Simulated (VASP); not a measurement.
Wanted: the native input for a VASP 6.6.1 run.

- Task: single point
- Functional: PBE
- Potentials or basis: VASP PAW PBE potentials, release 64 (Mn_pv)
- Cutoff: 520 eV
- k mesh: 16 × 16 × 16
- Occupations: fermi-dirac, width 0.136057 eV
- Spin: no spin polarisation
- Dipole correction: no
- Further INCAR settings: ALGO = Normal; EDIFF = 1e-06; NBANDS = 12

The structure of Mn lies in POSCAR:

```
Mn
1.0
   -1.3929062942      1.3929062942      1.3929062942
    1.3929062942     -1.3929062942      1.3929062942
    1.3929062942      1.3929062942     -1.3929062942
Mn
1
Direct
    0.0000000000      0.0000000000      0.0000000000
```

The input as run:

INCAR

```
SYSTEM = Mn
ALGO = Normal ; EDIFF = 1E-6
ENCUT = 520 ; GGA = PE
ISIF = 2 ; ISMEAR = -1
LASPH = .True. ; LCHARG = .False.
LREAL = .False. ; LWAVE = .False.
NBANDS = 12 ; NELM = 100
PREC = Accurate ; SIGMA = 0.13605693000000002
```

KPOINTS

```
k-points
0
Gamma
  16 16 16
  0 0 0
```

Potentials or basis: VASP PAW PBE potentials, release 64 (Mn_pv).

Command:

```console
$ cat potpaw_PBE.64/Mn_pv/POTCAR > POTCAR
$ mpirun -np 1 vasp_std > vasp.out
```

Results of the run:

```
Pressure : 0.3 GPa
```

Caveat: the run has no spin polarisation, though such a crystal can be magnetic.

Run time: 10 s on 1 thread of Intel(R) Xeon(R) Platinum 8488C (Sapphire Rapids), on a shared host, peak memory 0.13 GiB.
